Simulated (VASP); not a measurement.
# NaCl (I4/mmm) in VASP: further runs

The runs below take NaCl through single point, with PBEsol.

Everything below comes from runs of VASP 6.6.1. Logs are shortened: lines on timing, memory, paths and dates and some standing lists are left out, and cuts for length are marked.

## (1) The cell of the first run

The structure is tetragonal, space group I4/mmm (No. 139). The conventional cell has a = 3.845 Å, b = 3.845 Å, c = 5.890 Å, α = 90.00°, β = 90.00°, γ = 90.00°. Within 3.6 Å of Na (site symmetry 4/mmm) lie 6 Cl at 2.72 to 2.95 Å. Cl (site symmetry 4/mmm) has 6 Na at 2.72 to 2.95 Å within 3.6 Å.

## (2) Single point, PBEsol (strain -0.040 along x and y, +0.040 along z)

INCAR reads:

```
PREC = Accurate ; ENCUT = 520
EDIFF = 1E-6 ; ISMEAR = 0
SIGMA = 0.05 ; LREAL = F
LASPH = T ; NELM = 80
ALGO = Normal ; ISIF = 2
LWAVE = F ; LCHARG = T
GGA = PS ; LELF = T
LVHAR = T ; NBANDS = 14
```

KPOINTS reads:

```
regular mesh
0
Gamma
  8 8 8
```

POSCAR reads:

```
NaCl
1.0
    0.0000000000      2.7184800000      2.9450200000
    2.7184800000      0.0000000000      2.9450200000
    2.7184800000      2.7184800000      0.0000000000
Na Cl
1 1
Direct
    0.0000000000      0.0000000000      0.0000000000
    0.5000000000      0.5000000000      0.5000000000
```

Potentials or basis: VASP PAW PBE potentials, release 64 (Na_pv, Cl).

Run with:

```bash
cat potpaw_PBE.64/Na_pv/POTCAR potpaw_PBE.64/Cl/POTCAR > POTCAR
mpirun -np 1 vasp_std > vasp.out
```

OUTCAR:

```text
PREC = Accurate
   ENCUT = 520
   EDIFF = 1E-6
   ISMEAR = 0
   LREAL = F
   LASPH = T
   NELM = 80
   ISIF = 2
   GGA = PS

 ion  position               nearest neighbor table
   1  0.000  0.000  0.000-   2 2.72   2 2.72   2 2.72   2 2.72
   2  0.500  0.500  0.500-   1 2.72   1 2.72   1 2.72   1 2.72

  LATTYP: Found a body centered tetragonal cell.
 ALAT       =     3.8445112850
 C/A-ratio  =     1.5320646926

  Lattice vectors:

 A1 = (  -2.7184800000,   0.0000000000,   2.9450200000)
 A2 = (   2.7184800000,   0.0000000000,   2.9450200000)
 A3 = (   0.0000000000,   2.7184800000,  -2.9450200000)

Analysis of symmetry for initial positions (statically):
=====================================================================
 Subroutine PRICEL returns:
 Original cell was already a primitive cell.

 Routine SETGRP: Setting up the symmetry group for a
 body centered tetragonal supercell.

 Subroutine GETGRP returns: Found 16 space group operations
 (whereof 16 operations were pure point group operations)
 out of a pool of 16 trial point group operations.

The static configuration has the point symmetry D_4h.

Analysis of symmetry for dynamics (positions and initial velocities):
=====================================================================
 Subroutine PRICEL returns:
 Original cell was already a primitive cell.

 Routine SETGRP: Setting up the symmetry group for a
 body centered tetragonal supercell.

 Subroutine GETGRP returns: Found 16 space group operations
 (whereof 16 operations were pure point group operations)
 out of a pool of 16 trial point group operations.

The dynamic configuration has the point symmetry D_4h.

 Subroutine INISYM returns: Found 16 space group operations
 (whereof 16 operations are pure point group operations),
 and found     1 'primitive' translations

----------------------------------------------------------------------------------------

                                     Primitive cell

  volume of cell :      43.5282

  direct lattice vectors                    reciprocal lattice vectors
     0.000000000  2.718480000  2.945020000    -0.183926312  0.183926312  0.169778134
     2.718480000  0.000000000  2.945020000     0.183926312 -0.183926312  0.169778134
     2.718480000  2.718480000  0.000000000     0.183926312  0.183926312 -0.169778134

  length of vectors
     4.007901734  4.007901734  3.844511285     0.310616147  0.310616147  0.310616147

  position of ions in fractional coordinates (direct lattice)
     0.000000000  0.000000000  0.000000000
     0.500000000  0.500000000  0.500000000

  ion indices of the primitive-cell ions
   primitive index   ion index
                 1           1
                 2           2

----------------------------------------------------------------------------------------

 KPOINTS: regular mesh

Automatic generation of k-mesh.
 Grid dimensions read from file:
 generate k-points for:    8    8    8

 Generating k-lattice:

  Cartesian coordinates                     Fractional coordinates (reciprocal lattice)
    -0.022990789  0.022990789  0.021222267     0.125000000  0.000000000  0.000000000
     0.022990789 -0.022990789  0.021222267     0.000000000  0.125000000  0.000000000
     0.022990789  0.022990789 -0.021222267    -0.000000000 -0.000000000  0.125000000

  Length of vectors
     0.038827018  0.038827018  0.038827018

  Shift w.r.t. Gamma in fractional coordinates (k-lattice)
     0.000000000  0.000000000  0.000000000

 Subroutine IBZKPT returns following result:
 ===========================================

 Found     59 irreducible k-points:

 Following reciprocal coordinates:
            Coordinates               Weight
  0.000000  0.000000  0.000000      1.000000
  0.125000  0.000000  0.000000      8.000000
  0.250000  0.000000  0.000000      8.000000
  0.375000 -0.000000  0.000000      8.000000
  0.500000  0.000000  0.000000      4.000000
  0.125000  0.125000  0.000000      2.000000
[... 16 lines left out ...]
  0.250000  0.000000  0.125000     16.000000
  0.375000 -0.000000  0.125000     16.000000
 [... further k-points ...]
   k-points           NKPTS =     59   k-points in BZ     NKDIM =     59   number of bands    NBANDS=     14
   number of dos      NEDOS =    301   number of ions     NIONS =      2
   total plane-waves  NPLWV =  27000
   dimension x,y,z NGX =    30 NGY =   30 NGZ =   30
   dimension x,y,z NGXF=    60 NGYF=   60 NGZF=   60
   ions per type =               1   1
   NGX,Y,Z   is equivalent  to a cutoff of  12.44, 12.44, 12.97 a.u.
   NGXF,Y,Z  is equivalent  to a cutoff of  24.89, 24.89, 25.95 a.u.
 SYSTEM =  unknown system
   PREC   = accura    normal or accurate (medium, high low for compatibility)
   ISTART =      0    job   : 0-new  1-cont  2-samecut
   ICHARG =      2    charge: 1-file 2-atom 10-const
   ISPIN  =      1    spin polarized calculation?
   LNONCOLLINEAR =      F non collinear calculations
   LSORBIT =      F    spin-orbit coupling
   LASPH  =      T    aspherical Exc in radial PAW
   ENCUT  =  520.0 eV  38.22 Ry    6.18 a.u.   7.45  7.45  7.15*2*pi/ulx,y,z
   NELM   =     80;   NELMIN=  2; NELMDL= -5     # of ELM steps
   EDIFF  = 0.1E-05   stopping-criterion for ELM
   LREAL  =      F    real-space projection
   EDIFFG = 0.1E-04   stopping-criterion for IOM
   NSW    =      0    number of steps for IOM
   IBRION =     -1    ionic relax: 0-MD 1-quasi-New 2-CG
   NFREE  =      0    steps in history (QN), initial steepest desc. (CG)
   ISIF   =      2    stress and relaxation
   ISYM   =      2    0-nonsym 1-usesym 2-fastsym
   POTIM  = 0.5000    time-step for ionic-motion
   TEBEG  =    0.0;   TEEND  =   0.0 temperature during run
   PSTRESS=    0.0 pullay stress
   NELECT =      14.0000    total number of electrons
   NUPDOWN=      -1.0000    fix difference up-down
   EMIN   =  10.00;   EMAX   =-10.00  energy-range for DOS
   EFERMI =   0.00;   METHOD = LEGACY
   ISMEAR =     0;   SIGMA  =   0.05  broadening in eV -4-tet -1-fermi 0-gaus
   EFERMI_NEDOS =   21; number of points for ismear=-14 and -15
   IALGO  =     38    algorithm
   IMIX   =      4    mixing-type and parameters
     AMIX     =   0.40;   BMIX     =  1.00
     AMIX_MAG =   1.60;   BMIX_MAG =  1.00
  volume/ion in A,a.u.               =      21.76       146.87
  Fermi-wavevector in a.u.,A,eV,Ry     =   1.121659  2.119627 17.117733  1.258118
  Thomas-Fermi vector in A             =   2.258313
   LORBIT       =      0    0 simple, 1 ext, 2 COOP (PROOUT), +10 PAW based schemes
   GGA     = PS    functional components
   LHFCALC =     F    Hartree Fock is set to
   AEXX    =    0.0000 exact exchange contribution
   IVDW    =     0    specifies the selected vdW correction
   LEPSILON=     F    determine dielectric tensor
   LRPA    =     F    only Hartree local field effects (RPA)
 non-spin polarized calculation
 Gauss-broadening in eV      SIGMA  =   0.05
  energy-cutoff  :      520.00
  volume of cell :       43.53
 maximum number of plane-waves:      1184
 NGX is ok and might be reduce to    30
   NGX = 15   NGY = 15   NGZ = 15

 number of electron      14.0000007 magnetization

 Free energy of the ion-electron system (eV)
  ---------------------------------------------------
  ext. energy  EPLUGINS =         0.00000000
  ---------------------------------------------------
  free energy    TOTEN  =        -6.97288060 eV

  energy without entropy =       -6.97288060  energy(sigma->0) =       -6.97288060

 E-fermi :  -0.3608     XC(G=0):  -8.4571

 val. band max:       -0.5910799015   @ k =   0.0000   0.0000   0.0000
 cond. band min:       4.4334798710   @ k =   0.0000   0.0000   0.0000
 fundamental gap:      5.0245597725
 Fermi energy:        -0.3607873352

 k-point     1 :       0.0000    0.0000    0.0000
  band No.  band energies     occupation
      1     -21.2015      2.00000
      2     -21.1920      2.00000
      3     -21.1920      2.00000
      4     -13.3339      2.00000
      5      -0.6275      2.00000
      6      -0.6275      2.00000
      7      -0.5911      2.00000
      8       4.4335      0.00000
      9      10.0296      0.00000
     10      10.6580      0.00000
     11      10.6580      0.00000
     12      12.1615      0.00000
     13      13.1775      0.00000
     14      14.1489      0.00000

 k-point     2 :       0.1250    0.0000    0.0000
  band No.  band energies     occupation
      1     -21.2036      2.00000
      2     -21.1961      2.00000
      3     -21.1920      2.00000
      4     -13.2805      2.00000
      5      -1.0177      2.00000
      6      -0.6609      2.00000
      7      -0.6569      2.00000
      8       4.9482      0.00000
      9       9.8294      0.00000
     10      10.4399      0.00000
     11      10.8767      0.00000
     12      11.9962      0.00000
     13      12.8462      0.00000
     14      15.1003      0.00000

 k-point     3 :       0.2500    0.0000    0.0000
  band No.  band energies     occupation
      1     -21.2138      2.00000
      2     -21.2008      2.00000
      3     -21.1922      2.00000
      4     -13.1474      2.00000
      5      -1.7992      2.00000
      6      -0.7882      2.00000
      7      -0.7392      2.00000
      8       5.9233      0.00000
      9       9.3171      0.00000
     10      10.3935      0.00000
     11      11.1216      0.00000
     12      12.4712      0.00000
     13      12.8170      0.00000
     14      15.1458      0.00000
[... 324 lines left out ...]
 k-point    23 :       0.2500    0.0000    0.1250
  band No.  band energies     occupation
      1     -21.2097      2.00000
      2     -21.2024      2.00000
      3     -21.1945      2.00000
      4     -13.1506      2.00000
      5      -1.6447      2.00000
      6      -0.8667      2.00000
      7      -0.8020      2.00000
      8       5.9887      0.00000
      9       8.9894      0.00000
     10      10.7383      0.00000
     11      11.0295      0.00000
     12      11.7845      0.00000
     13      13.0602      0.00000
     14      16.2151      0.00000

 k-point    24 :       0.3750   -0.0000    0.1250
  band No.  band energies     occupation
      1     -21.2219      2.00000
      2     -21.2040      2.00000
      3     -21.1947      2.00000
      4     -13.0178      2.00000
      5      -2.2552      2.00000
      6      -0.9558      2.00000
      7      -0.9527      2.00000
      8       6.7224      0.00000
      9       9.0284      0.00000
     10      10.2034      0.00000
     11      10.7945      0.00000
     12      12.9625      0.00000
     13      14.3683      0.00000
     14      15.8773      0.00000

 [... further k-points ...]

------------------------ aborting loop because EDIFF is reached ----------------------------------------

  FORCE on cell =-STRESS in cart. coord.  units (eV):
  Direction    XX          YY          ZZ          XY          YZ          ZX
  --------------------------------------------------------------------------------------
  -------------------------------------------------------------------------------------
  Total        0.4929466      0.4929466     -0.4081053      0.0000000      0.0000000     -0.0000000
  in kB       18.1442875     18.1442875    -15.0214637      0.0000000      0.0000000     -0.0000000
  external PRESSURE =       7.0890371 kB  Pullay stress =       0.0000000 kB

 VOLUME and BASIS-vectors are now :
 -----------------------------------------------------------------------------
  energy-cutoff  :      520.00
  volume of cell :       43.53
      direct lattice vectors                 reciprocal lattice vectors
     0.000000000  2.718480000  2.945020000    -0.183926312  0.183926312  0.169778134
     2.718480000  0.000000000  2.945020000     0.183926312 -0.183926312  0.169778134
     2.718480000  2.718480000  0.000000000     0.183926312  0.183926312 -0.169778134

 POSITION                                       TOTAL-FORCE (eV/Angst)
 -----------------------------------------------------------------------------------
      0.00000      0.00000      0.00000         0.000000      0.000000      0.000000
      2.71848      2.71848      2.94502        -0.000000     -0.000000      0.000000
 -----------------------------------------------------------------------------------
    total drift:                               -0.000000      0.000000      0.000000

  FREE ENERGIE OF THE ION-ELECTRON SYSTEM (eV)
  ---------------------------------------------------
  free  energy   TOTEN  =        -6.9728806019 eV

  energy  without entropy=       -6.9728806019  energy(sigma->0) =       -6.97288060
```

Run time: 20 s. Hardware: 1 thread of AMD EPYC 9R45 (Zen 5), shared host; peak memory 0.15 GiB.

Results:

```
Free energy            : -6.9729 eV
Pressure               : 0.7 GPa
Band gap on the k mesh : 5.02 eV
```

Levels at points of the mesh, in eV from the valence-band top:
```
           k point  band 5  band 6  band 7  band 8  band 9  band 10
(0.00, 0.00, 0.00)   -0.04   -0.04    0.00    5.02   10.62    11.25
(0.50, 0.00, 0.00)   -2.09   -0.37   -0.25    7.10   10.58    10.70
(0.50, 0.50, 0.00)   -1.84   -0.54   -0.54    7.57    8.05    10.82
(0.50, 0.00, 0.50)   -1.79   -0.85   -0.58    7.52    7.77    11.56
```

Caveat: the cell differs from its parent crystal (strain -0.040 along x and y, +0.040 along z); the PAW data sets were made with another functional, which shifts forces and pressure a little.

## (3) Single point, PBEsol (strain -0.040 along x and y, +0.080 along z)

INCAR reads:

```
PREC = Accurate
ENCUT = 520
EDIFF = 1E-7
ISMEAR = 0
SIGMA = 0.05
LREAL = False
LASPH = True
NELM = 80
ALGO = Normal
ISIF = 2
LWAVE = False
LCHARG = False
GGA = PS
NBANDS = 14
```

KPOINTS is that of step 2.

POSCAR reads:

```
NaCl
1.0
    0.0000000000      2.7184800000      3.0582900000
    2.7184800000      0.0000000000      3.0582900000
    2.7184800000      2.7184800000      0.0000000000
Na Cl
1 1
Direct
    0.0000000000      0.0000000000      0.0000000000
    0.5000000000      0.5000000000      0.5000000000
```

Potentials or basis: VASP PAW PBE potentials, release 64 (Na_pv, Cl).

Run with:

```bash
cat potpaw_PBE.64/Na_pv/POTCAR potpaw_PBE.64/Cl/POTCAR > POTCAR
mpirun -np 1 vasp_std > vasp.out
```

It took 23 s on 1 thread of AMD EPYC 9R45 (Zen 5), shared host; peak memory 0.14 GiB.

It converged, with:

```yaml
Free_energy: -6.9526 eV
Pressure: 0.1 GPa
Band_gap_on_the_k_mesh: 4.90 eV
```

Stress tensor (GPa, compression positive):
```
 1.39  0.00  0.00
 0.00  1.39  0.00
 0.00  0.00 -2.36
```

Levels at points of the mesh, in eV from the valence-band top:
```
           k point  band 3  band 4  band 5  band 6  band 7  band 8  band 9  band 10  band 11  band 12
(0.00, 0.00, 0.00)  -20.65  -12.66   -0.04   -0.04    0.00    4.90   10.44    11.35    11.35    12.44
(0.50, 0.00, 0.00)  -20.65  -12.31   -1.99   -0.37   -0.21    7.03   10.39    10.40    11.46    14.82
(0.50, 0.50, 0.00)  -20.65  -12.35   -1.73   -0.46   -0.46    7.51    8.18    10.34    15.11    15.11
(0.50, 0.00, 0.50)  -20.66  -12.23   -1.69   -0.89   -0.51    7.46    7.81    11.41    13.57    14.90
```

Caveat: the cell differs from its parent crystal (strain -0.040 along x and y, +0.080 along z); the PAW data sets were made with another functional, which shifts forces and pressure a little.

## (4) Single point, PBEsol (strain +0.040 along x and y, -0.080 along z)

INCAR reads:

```
SYSTEM = NaCl
PREC     = Accurate       ! precision mode
ENCUT    = 520            ! plane-wave cutoff, eV
EDIFF    = 1E-6           ! SCF threshold, eV
ISMEAR   = 0              ! smearing method
SIGMA    = 0.05           ! smearing width, eV
LREAL    = .FALSE.        ! projectors in reciprocal space
LASPH    = .TRUE.         ! aspherical terms in the spheres
NELM     = 80             ! most SCF steps
ALGO     = Normal         ! electronic algorithm
ISIF     = 2              ! what is computed and relaxed
LWAVE    = .FALSE.        ! write WAVECAR
LCHARG   = .FALSE.        ! write CHGCAR
GGA      = PS             ! functional
NBANDS   = 14             ! bands
```

KPOINTS reads:

```
regular mesh
0
G
  8 8 8
  0 0 0
```

POSCAR reads:

```
NaCl
1.0
    0.0000000000      2.9450200000      2.6052100000
    2.9450200000      0.0000000000      2.6052100000
    2.9450200000      2.9450200000      0.0000000000
Na Cl
1 1
Direct
    0.0000000000      0.0000000000      0.0000000000
    0.5000000000      0.5000000000      0.5000000000
```

Run with:

```bash
cat potpaw_PBE.64/Na_pv/POTCAR potpaw_PBE.64/Cl/POTCAR > POTCAR
mpirun -np 1 vasp_std > vasp.out
```

Wall time 19 s (1 thread of AMD EPYC 9R45 (Zen 5), shared host); peak memory 0.15 GiB.

The run converged. Its results:

| Property | Result |
| --- | --- |
| Free energy | -6.9317 eV |
| Pressure | 0.4 GPa |
| Band gap on the k mesh | 4.88 eV |

Stress tensor (GPa, compression positive):
```
-1.69  0.00  0.00
 0.00 -1.69  0.00
 0.00  0.00  4.51
```

Levels at points of the mesh, in eV from the valence-band top:
```csv
k point,band 3,band 4,band 5,band 6,band 7,band 8,band 9,band 10,band 11,band 12
"(0.00, 0.00, 0.00)",-20.66,-12.68,-0.13,0.00,0.00,4.88,10.74,10.74,11.65,12.41
"(0.50, 0.00, 0.00)",-20.67,-12.32,-2.00,-0.38,-0.26,7.01,10.24,10.38,11.63,14.77
"(0.50, 0.50, 0.00)",-20.68,-12.23,-1.63,-0.80,-0.80,7.50,7.57,11.82,14.01,14.01
"(0.50, 0.00, 0.50)",-20.67,-12.32,-1.75,-0.73,-0.37,7.46,8.10,10.66,14.08,14.76
```

Caveat: the cell differs from its parent crystal (strain +0.040 along x and y, -0.080 along z); the stress differs along the axes, from -2 to 5 GPa; the PAW data sets were made with another functional, which shifts forces and pressure a little. A k mesh can miss the band edges.

(Continued in part 2 of 2.)
